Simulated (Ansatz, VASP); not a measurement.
One calculation of NaF, two programs

Contents of POSCAR:

```
NaF
1.0
    3.7373261943      0.0000000000      0.0000000000
   -1.8686630971      3.3498441590      0.0000000000
    0.0000000000      0.0000000000      4.5514116987
Na F
2 2
Direct
    0.3359285025      0.6718570050      0.2500000000
    0.6640714975      0.3281429950      0.7500000000
    0.6636271292      0.3272542584      0.2500000000
    0.3363728708      0.6727457416      0.7500000000
```

INCAR.step1

```
PREC = Accurate ; ENCUT = 520
ISMEAR = 0 ; SIGMA = 0.01
LREAL = F ; LASPH = T
NELM = 100 ; NBANDS = 22
GGA = PE ; ALGO = Normal
EDIFF = 1E-4 ; LWAVE = T
LCHARG = F
```

Contents of INCAR.step2:

```
PREC = Accurate ; ENCUT = 520
EDIFF = 1E-6 ; ISMEAR = 0
SIGMA = 0.01 ; LREAL = F
LASPH = T ; NELM = 100
ALGO = Normal ; ISIF = 2
LWAVE = F ; LCHARG = T
METAGGA = R2SCAN ; LMIXTAU = T
LELF = T ; LVHAR = T
NBANDS = 22 ; ISTART = 1
```

Contents of KPOINTS:

```
Automatic mesh
0
Gamma
  12 12 6
```

Input for Ansatz:

```yaml
crystal:
  lattice:
    - [3.7373261943, 0.0, 0.0]
    - [-1.8686630971, 3.349844159, 0.0]
    - [0.0, 0.0, 4.5514116987]
  atoms:
    - { symbol: Na, position: [0.3359285025, 0.671857005, 0.25] }
    - { symbol: Na, position: [0.6640714975, 0.328142995, 0.75] }
    - { symbol: F, position: [0.6636271292, 0.3272542584, 0.25] }
    - { symbol: F, position: [0.3363728708, 0.6727457416, 0.75] }
kpoints:
  mp_grid: { grid: [12, 12, 6] }
  band_path:
    path:
      - [0.0, 0.0, 0.0]
      - [0.5, 0.0, 0.0]
      - [0.3333333333, 0.3333333333, 0.0]
      - [0.0, 0.0, 0.5]
      - [0.5, 0.0, 0.5]
      - [0.3333333333, 0.3333333333, 0.5]
    npoints: 1
hamiltonian:
  xc: r2scan
scf:
  occupations: { method: fixed }
  n_extra_bands: 5
output:
  forces: true
  stress: true
  eigenvalues: true
```

Change from the starting cell: uniaxial_x strain -3.4%.

Alike in both runs: task single point; functional r2SCAN; k mesh 12 × 12 × 6; no spin polarisation.

|  | VASP | Ansatz |
| --- | --- | --- |
| version | VASP 6.6.1 | Ansatz 0.2.0 |
| potentials or method | VASP PAW PBE potentials, release 64 (Na_pv, F) | plane waves, PAW |
| plane-wave cutoff (eV) | 520 | 500 |
| occupations | gaussian, width 0.01 eV | fixed |
| valence electrons in the cell | 28 | 32 |

|  | VASP | Ansatz | Ansatz less VASP |
| --- | --- | --- | --- |
| gap on the k mesh at the Fermi level (eV) | 6.46 | 6.45 | -0.016 |
| pressure (GPa) | 1.2 | 1.5 | +0.36 |
| traceless stress, the component that is largest in VASP (GPa) | -0.92 | -0.87 | +0.045 |
| rms of the force components (eV/Å) | 0.011 | 0.001 | -0.0097 |

VASP's potentials were made for PBE, not for r2SCAN. Atom by atom the forces differ by 0.010 eV/Å (rms over components). VASP's potentials hold 28 valence electrons a cell and Ansatz's 32, so a difference there can come from the potentials and not from the codes.
